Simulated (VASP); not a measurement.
# CdS (Hawleyite) (I-4m2) in VASP: notebook

CdS (Hawleyite) is run at these levels: LDA; tasks: single point.

Program: VASP 6.6.1. These are calculated values, not measurements. Logs are shortened: lines on timing, memory, paths and dates and some standing lists are left out, and cuts for length are marked.

**1. The cell of the first run**

The structure is tetragonal, space group I-4m2 (No. 119). Conventional cell: a = 3.989 Å, b = 3.989 Å, c = 5.925 Å, α = 90.00°, β = 90.00°, γ = 90.00°. Within 3.3 Å of Cd (site symmetry -4m2) lie 4 S at 2.48 Å. Within 3.3 Å of S (site symmetry -4m2) lie 4 Cd at 2.48 Å.

**2. Single point, LDA (film at in-plane strain -0.02)**

Contents of INCAR:

```
PREC = Accurate
ENCUT = 520
EDIFF = 1E-6
ISMEAR = 0
SIGMA = 0.01
LREAL = F
LASPH = T
NELM = 60
ALGO = Normal
ISIF = 2
LWAVE = F
LCHARG = F
GGA = CA
NBANDS = 16
```

Contents of KPOINTS:

```
regular mesh
0
Gamma
  8 8 8
```

Contents of POSCAR:

```
CdS
1.0
    2.8206970692      2.8206970692      0.0000000000
   -2.8206970692      2.8206970692      0.0000000000
    0.0000000000      2.8206970692      2.9626246994
Cd S
1 1
Direct
    0.0000000000      0.0000000000      0.0000000000
    0.7500000000      0.2500000000      0.5000000000
```

Potentials or basis: VASP PAW LDA potentials, release 64 (Cd, S).

The run is started by

```sh
> cat potpaw_LDA.64/Cd/POTCAR potpaw_LDA.64/S/POTCAR > POTCAR
> mpirun -np 1 vasp_std > vasp.out
```

OUTCAR:

```text
PREC = Accurate
   ENCUT = 520
   EDIFF = 1E-6
   ISMEAR = 0
   LREAL = F
   LASPH = T
   NELM = 60
   ISIF = 2
   GGA = CA

 ion  position               nearest neighbor table
   1  0.000  0.000  0.000-   2 2.48   2 2.48   2 2.48   2 2.48
   2  0.750  0.250  0.500-   1 2.48   1 2.48   1 2.48   1 2.48

  LATTYP: Found a body centered tetragonal cell.
 ALAT       =     3.9890680506
 C/A-ratio  =     1.4853718522

  Lattice vectors:

 A1 = (   2.8206970692,   0.0000000000,  -2.9626246994)
 A2 = (  -2.8206970692,   0.0000000000,  -2.9626246994)
 A3 = (   0.0000000000,   2.8206970692,   2.9626246994)

Analysis of symmetry for initial positions (statically):
=====================================================================
 Subroutine PRICEL returns:
 Original cell was already a primitive cell.

 Routine SETGRP: Setting up the symmetry group for a
 body centered tetragonal supercell.

 Subroutine GETGRP returns: Found  8 space group operations
 (whereof  8 operations were pure point group operations)
 out of a pool of 16 trial point group operations.

The static configuration has the point symmetry D_2d.

Analysis of symmetry for dynamics (positions and initial velocities):
=====================================================================
 Subroutine PRICEL returns:
 Original cell was already a primitive cell.

 Routine SETGRP: Setting up the symmetry group for a
 body centered tetragonal supercell.

 Subroutine GETGRP returns: Found  8 space group operations
 (whereof  8 operations were pure point group operations)
 out of a pool of 16 trial point group operations.

The dynamic configuration has the point symmetry D_2d.

 Subroutine INISYM returns: Found  8 space group operations
 (whereof  8 operations are pure point group operations),
 and found     1 'primitive' translations

----------------------------------------------------------------------------------------

                                     Primitive cell

  volume of cell :      47.1433

  direct lattice vectors                    reciprocal lattice vectors
     2.820697069  2.820697069  0.000000000     0.177261148  0.177261148 -0.168769267
    -2.820697069  2.820697069  0.000000000    -0.177261148  0.177261148 -0.168769267
     0.000000000  2.820697069  2.962624699     0.000000000  0.000000000  0.337538535

  length of vectors
     3.989068051  3.989068051  4.090657290     0.302202076  0.302202076  0.337538535

  position of ions in fractional coordinates (direct lattice)
     0.000000000  0.000000000  0.000000000
     0.750000000  0.250000000  0.500000000

  ion indices of the primitive-cell ions
   primitive index   ion index
                 1           1
                 2           2

----------------------------------------------------------------------------------------

 KPOINTS: regular mesh

Automatic generation of k-mesh.
 Grid dimensions read from file:
 generate k-points for:    8    8    8

 Generating k-lattice:

  Cartesian coordinates                     Fractional coordinates (reciprocal lattice)
     0.022157643  0.022157643 -0.021096158     0.125000000  0.000000000  0.000000000
    -0.022157643  0.022157643 -0.021096158     0.000000000  0.125000000  0.000000000
     0.000000000  0.000000000  0.042192317     0.000000000  0.000000000  0.125000000

  Length of vectors
     0.037775259  0.037775259  0.042192317

  Shift w.r.t. Gamma in fractional coordinates (k-lattice)
     0.000000000  0.000000000  0.000000000

 Subroutine IBZKPT returns following result:
 ===========================================

 Found     59 irreducible k-points:

 Following reciprocal coordinates:
            Coordinates               Weight
  0.000000  0.000000  0.000000      1.000000
  0.125000  0.000000  0.000000      8.000000
  0.250000  0.000000  0.000000      8.000000
  0.375000  0.000000  0.000000      8.000000
  0.500000  0.000000  0.000000      4.000000
  0.125000  0.125000  0.000000      8.000000
[... 16 lines left out ...]
  0.250000  0.000000  0.125000      4.000000
  0.375000  0.000000  0.125000      8.000000
 [... further k-points ...]
   k-points           NKPTS =     59   k-points in BZ     NKDIM =     59   number of bands    NBANDS=     16
   number of dos      NEDOS =    301   number of ions     NIONS =      2
   total plane-waves  NPLWV =  27000
   dimension x,y,z NGX =    30 NGY =   30 NGZ =   30
   dimension x,y,z NGXF=    60 NGYF=   60 NGZF=   60
   ions per type =               1   1
   NGX,Y,Z   is equivalent  to a cutoff of  12.50, 12.50, 12.19 a.u.
   NGXF,Y,Z  is equivalent  to a cutoff of  25.01, 25.01, 24.38 a.u.
 SYSTEM =  unknown system
   PREC   = accura    normal or accurate (medium, high low for compatibility)
   ISTART =      0    job   : 0-new  1-cont  2-samecut
   ICHARG =      2    charge: 1-file 2-atom 10-const
   ISPIN  =      1    spin polarized calculation?
   LNONCOLLINEAR =      F non collinear calculations
   LSORBIT =      F    spin-orbit coupling
   LASPH  =      T    aspherical Exc in radial PAW
   ENCUT  =  520.0 eV  38.22 Ry    6.18 a.u.   7.42  7.42  7.61*2*pi/ulx,y,z
   NELM   =     60;   NELMIN=  2; NELMDL= -5     # of ELM steps
   EDIFF  = 0.1E-05   stopping-criterion for ELM
   LREAL  =      F    real-space projection
   EDIFFG = 0.1E-04   stopping-criterion for IOM
   NSW    =      0    number of steps for IOM
   IBRION =     -1    ionic relax: 0-MD 1-quasi-New 2-CG
   NFREE  =      0    steps in history (QN), initial steepest desc. (CG)
   ISIF   =      2    stress and relaxation
   ISYM   =      2    0-nonsym 1-usesym 2-fastsym
   POTIM  = 0.5000    time-step for ionic-motion
   TEBEG  =    0.0;   TEEND  =   0.0 temperature during run
   PSTRESS=    0.0 pullay stress
   NELECT =      18.0000    total number of electrons
   NUPDOWN=      -1.0000    fix difference up-down
   EMIN   =  10.00;   EMAX   =-10.00  energy-range for DOS
   EFERMI =   0.00;   METHOD = LEGACY
   ISMEAR =     0;   SIGMA  =   0.01  broadening in eV -4-tet -1-fermi 0-gaus
   EFERMI_NEDOS =   21; number of points for ismear=-14 and -15
   IALGO  =     38    algorithm
   IMIX   =      4    mixing-type and parameters
     AMIX     =   0.40;   BMIX     =  1.00
     AMIX_MAG =   1.60;   BMIX_MAG =  1.00
  volume/ion in A,a.u.               =      23.57       159.07
  Fermi-wavevector in a.u.,A,eV,Ry     =   1.187661  2.244354 19.191543  1.410539
  Thomas-Fermi vector in A             =   2.323807
   LORBIT       =      0    0 simple, 1 ext, 2 COOP (PROOUT), +10 PAW based schemes
   GGA     = CA    functional components
   LHFCALC =     F    Hartree Fock is set to
   AEXX    =    0.0000 exact exchange contribution
   IVDW    =     0    specifies the selected vdW correction
   LEPSILON=     F    determine dielectric tensor
   LRPA    =     F    only Hartree local field effects (RPA)
 non-spin polarized calculation
 Gauss-broadening in eV      SIGMA  =   0.01
  energy-cutoff  :      520.00
  volume of cell :       47.14
 maximum number of plane-waves:      1295
 NGX is ok and might be reduce to    30
   NGX = 15   NGY = 15   NGZ = 15

 number of electron      18.0000003 magnetization

 Free energy of the ion-electron system (eV)
  ---------------------------------------------------
  ext. energy  EPLUGINS =         0.00000000
  ---------------------------------------------------
  free energy    TOTEN  =        -7.39852578 eV

  energy without entropy =       -7.39852578  energy(sigma->0) =       -7.39852578

 E-fermi :   1.6945     XC(G=0):  -9.8221

 val. band max:        1.6422928201   @ k =   0.0000   0.0000   0.0000
 cond. band min:       2.5846561514   @ k =   0.0000   0.0000   0.0000
 fundamental gap:      0.9423633313
 Fermi energy:         1.6944894481

 k-point     1 :       0.0000    0.0000    0.0000
  band No.  band energies     occupation
      1     -11.0934      2.00000
      2      -6.4172      2.00000
      3      -6.3837      2.00000
      4      -6.3837      2.00000
      5      -5.8559      2.00000
      6      -5.8269      2.00000
[... 8 lines left out ...]
     15      13.0201      0.00000
     16      13.4638      0.00000

 k-point     2 :       0.1250    0.0000    0.0000
  band No.  band energies     occupation
      1     -11.0212      2.00000
      2      -6.3860      2.00000
      3      -6.3576      2.00000
      4      -6.3373      2.00000
      5      -5.8546      2.00000
      6      -5.8309      2.00000
[... 8 lines left out ...]
     15      12.7021      0.00000
     16      13.5174      0.00000

 k-point     3 :       0.2500    0.0000    0.0000
  band No.  band energies     occupation
      1     -10.8454      2.00000
      2      -6.3288      2.00000
      3      -6.3000      2.00000
      4      -6.1417      2.00000
      5      -5.8393      2.00000
      6      -5.8326      2.00000
[... 8 lines left out ...]
     15      12.2914      0.00000
     16      12.8538      0.00000

 k-point     4 :       0.3750    0.0000    0.0000
  band No.  band energies     occupation
      1     -10.6694      2.00000
      2      -6.2895      2.00000
      3      -6.2538      2.00000
      4      -5.8201      2.00000
      5      -5.8187      2.00000
      6      -5.7252      2.00000
[... 8 lines left out ...]
     15      13.0426      0.00000
     16      13.2086      0.00000

 k-point     5 :       0.5000    0.0000    0.0000
  band No.  band energies     occupation
      1     -10.5971      2.00000
      2      -6.2784      2.00000
      3      -6.2391      2.00000
      4      -5.8072      2.00000
      5      -5.7902      2.00000
      6      -5.4108      2.00000
[... 8 lines left out ...]
     15      14.0550      0.00000
     16      14.2968      0.00000

 k-point     6 :       0.1250    0.1250    0.0000
  band No.  band energies     occupation
      1     -10.9164      2.00000
      2      -6.3485      2.00000
      3      -6.3051      2.00000
      4      -6.2526      2.00000
      5      -5.8654      2.00000
      6      -5.8209      2.00000
[... 8 lines left out ...]
     15      12.4443      0.00000
     16      14.6380      0.00000

 k-point     7 :       0.2500    0.1250    0.0000
  band No.  band energies     occupation
      1     -10.7413      2.00000
      2      -6.2921      2.00000
      3      -6.2515      2.00000
      4      -6.0003      2.00000
      5      -5.8566      2.00000
      6      -5.7928      2.00000
[... 8 lines left out ...]
     15      13.1272      0.00000
     16      14.0926      0.00000

 k-point     8 :       0.3750    0.1250    0.0000
  band No.  band energies     occupation
      1     -10.6000      2.00000
      2      -6.2579      2.00000
      3      -6.2204      2.00000
      4      -5.8390      2.00000
      5      -5.8170      2.00000
      6      -5.5179      2.00000
[... 8 lines left out ...]
     15      13.2853      0.00000
     16      14.3036      0.00000

 k-point     9 :       0.5000    0.1250    0.0000
  band No.  band energies     occupation
      1     -10.5739      2.00000
      2      -6.2535      2.00000
      3      -6.2133      2.00000
      4      -5.8589      2.00000
      5      -5.7913      2.00000
      6      -5.3939      2.00000
[... 8 lines left out ...]
     15      13.9566      0.00000
     16      14.3058      0.00000
[... 172 lines left out ...]
 k-point    19 :       0.5000    0.3750    0.0000
  band No.  band energies     occupation
      1     -10.4595      2.00000
      2      -6.1758      2.00000
      3      -6.0527      2.00000
      4      -5.9902      2.00000
      5      -5.7558      2.00000
      6      -5.3225      2.00000
[... 8 lines left out ...]
     15      14.1482      0.00000
     16      15.2641      0.00000

 k-point    20 :      -0.3750    0.3750    0.0000
  band No.  band energies     occupation
      1     -10.5272      2.00000
      2      -6.1739      2.00000
      3      -6.0978      2.00000
      4      -6.0321      2.00000
      5      -5.7579      2.00000
      6      -5.5806      2.00000
[... 8 lines left out ...]
     15      13.6133      0.00000
     16      16.1803      0.00000

 k-point    21 :       0.5000    0.5000    0.0000
  band No.  band energies     occupation
      1     -10.4353      2.00000
      2      -6.1872      2.00000
      3      -6.0317      2.00000
      4      -5.9559      2.00000
      5      -5.7392      2.00000
      6      -5.3044      2.00000
[... 8 lines left out ...]
     15      13.7629      0.00000
     16      14.8255      0.00000

 k-point    22 :       0.0000    0.0000    0.1250
  band No.  band energies     occupation
      1     -11.0020      2.00000
      2      -6.3757      2.00000
      3      -6.3339      2.00000
      4      -6.3339      2.00000
      5      -5.8775      2.00000
      6      -5.8145      2.00000
[... 8 lines left out ...]
     15      13.5396      0.00000
     16      14.0896      0.00000

 k-point    23 :       0.2500    0.0000    0.1250
  band No.  band energies     occupation
      1     -10.9108      2.00000
      2      -6.3393      2.00000
      3      -6.3271      2.00000
      4      -6.2466      2.00000
      5      -5.8516      2.00000
      6      -5.8231      2.00000
[... 8 lines left out ...]
     15      12.5052      0.00000
     16      14.1945      0.00000

 k-point    24 :       0.3750    0.0000    0.1250
  band No.  band energies     occupation
      1     -10.7350      2.00000
      2      -6.2849      2.00000
      3      -6.2658      2.00000
      4      -6.0207      2.00000
      5      -5.8564      2.00000
      6      -5.7522      2.00000
[... 8 lines left out ...]
     15      13.1346      0.00000
     16      13.7399      0.00000

 [... further k-points ...]
[... 5 lines left out ...]
  --------------------------------------------------------------------------------------
  -------------------------------------------------------------------------------------
  Total        0.4860683      0.4860683      0.1800740      0.0000000      0.0000000      0.0000000
  in kB       16.5191755     16.5191755      6.1198670      0.0000000      0.0000000      0.0000000
  external PRESSURE =      13.0527393 kB  Pullay stress =       0.0000000 kB

 VOLUME and BASIS-vectors are now :
 -----------------------------------------------------------------------------
  energy-cutoff  :      520.00
  volume of cell :       47.14
      direct lattice vectors                 reciprocal lattice vectors
     2.820697069  2.820697069  0.000000000     0.177261148  0.177261148 -0.168769267
    -2.820697069  2.820697069  0.000000000    -0.177261148  0.177261148 -0.168769267
     0.000000000  2.820697069  2.962624699     0.000000000  0.000000000  0.337538535

 POSITION                                       TOTAL-FORCE (eV/Angst)
 -----------------------------------------------------------------------------------
      0.00000      0.00000      0.00000         0.000000      0.000000      0.000000
      1.41035      4.23105      1.48131        -0.000000     -0.000000      0.000000
 -----------------------------------------------------------------------------------
    total drift:                               -0.000000     -0.000000      0.000000

  FREE ENERGIE OF THE ION-ELECTRON SYSTEM (eV)
  ---------------------------------------------------
  free  energy   TOTEN  =        -7.3985257817 eV

  energy  without entropy=       -7.3985257817  energy(sigma->0) =       -7.39852578
```

Run time: 20 s. Hardware: 1 thread of Intel Xeon Platinum 8559C (Emerald Rapids), shared host; peak memory 0.17 GiB.

What came out:

* Free energy: -7.3985 eV
* Pressure: 1.3 GPa
* Band gap on the k mesh: 0.94 eV, direct

Stress tensor (GPa, compression positive):
```
1.65 0.00 0.00
0.00 1.65 0.00
0.00 0.00 0.61
```

Levels at points of the mesh, in eV from the valence-band top:
```tsv
k point	band 6	band 7	band 8	band 9	band 10	band 11	band 12	band 13
(0.00, 0.00, 0.00)	-7.47	-0.17	0.00	0.00	0.94	6.30	6.31	6.31
(0.50, 0.00, 0.00)	-7.05	-4.89	-1.01	-0.79	2.78	6.62	7.00	7.34
(0.50, 0.50, 0.00)	-6.95	-4.22	-2.27	-2.18	3.10	4.02	9.30	10.42
(0.00, 0.00, 0.50)	-7.06	-4.55	-2.02	-2.02	3.31	4.46	8.78	10.88
```

Caveat: the cell differs from its parent crystal (film at in-plane strain -0.02).

**3. Single point, LDA (in-plane strain -0.01, then relaxed in part)**

Contents of INCAR:

```
SYSTEM = CdS
PREC = Accurate
ENCUT = 520
EDIFF = 1E-7
ISMEAR = 0
SIGMA = 0.01
LREAL = .False.
LASPH = .True.
NELM = 100
ALGO = Normal
ISIF = 2
LWAVE = .False.
LCHARG = .False.
NBANDS = 16
```

Contents of KPOINTS:

```
regular mesh
0
Gamma
  8 8 8
  0 0 0
```

Contents of POSCAR:

```
CdS
1.0
    2.8494796924      2.8494796924      0.0000000000
   -2.8494796924      2.8494796924      0.0000000000
    0.0000000000      2.8494796924      2.9209795767
Cd S
1 1
Direct
    0.0000000000      0.0000000000      0.0000000000
    0.7500000000      0.2500000000      0.5000000000
```

Potentials or basis: VASP PAW LDA potentials, release 64 (Cd, S).

The run is started by

```sh
> cat potpaw_LDA.64/Cd/POTCAR potpaw_LDA.64/S/POTCAR > POTCAR
> mpirun -np 1 vasp_std > vasp.out
```

It took 21 s on 1 thread of Intel Xeon Platinum 8559C (Emerald Rapids), shared host; peak memory 0.17 GiB.

The run converged. Its results:

* Free energy: -7.4043 eV
* Pressure: 0.9 GPa
* Band gap on the k mesh: 0.96 eV, direct

Stress tensor (GPa, compression positive):
```
1.09 0.00 0.00
0.00 1.09 0.00
0.00 0.00 0.58
```

Levels at points of the mesh, in eV from the valence-band top:
```csv
k point,band 6,band 7,band 8,band 9,band 10,band 11,band 12,band 13
"(0.00, 0.00, 0.00)",-7.43,-0.08,0.00,0.00,0.96,6.32,6.33,6.33
"(0.50, 0.00, 0.00)",-7.01,-4.83,-0.92,-0.81,2.81,6.72,6.92,7.34
"(0.50, 0.50, 0.00)",-6.93,-4.23,-2.17,-2.12,3.17,4.11,9.21,10.61
"(0.00, 0.00, 0.50)",-6.98,-4.39,-2.04,-2.04,3.27,4.33,8.95,10.83
```

Caveat: the cell differs from its parent crystal (in-plane strain -0.01, then relaxed in part).
